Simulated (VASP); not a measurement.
Crystal: LiCl.

```
Li Cl
1.0
     0.00000    2.81941    2.81941
     2.81941    0.00000    2.81941
     2.81941    2.81941    0.00000
Li Cl
1 1
Direct
  0.00000 0.00000 0.00000
  0.25000 0.25000 0.25000
```

This cell differs from its parent crystal: strain +3.2%.

Program: VASP 6.6.1. Alike in all runs: task single point; potentials or basis VASP PAW PBE potentials, release 64 (Li_sv, Cl); no spin polarisation; cell as given; cutoff (eV) 520.

Problem. Order these runs on this cell by their band gap on the k mesh, lowest first.
A. level r2SCAN; k mesh 8 × 8 × 8; smearing gaussian 0.01 eV
B. level PBE; k mesh 8 × 8 × 8; smearing fermi-dirac 0.02 eV
C. level HSE06; k mesh 6 × 6 × 6; smearing gaussian 0.01 eV; grid for exact exchange (PRECFOCK) Normal; share of exact exchange 0.25; screening parameter 0.2079 1/Å

Solution. B (5.74 eV), A (6.43 eV), C (7.05 eV).

Caveats: the structure was generated, so it needn't be the stable form of LiCl.

A k mesh can miss the band edges.
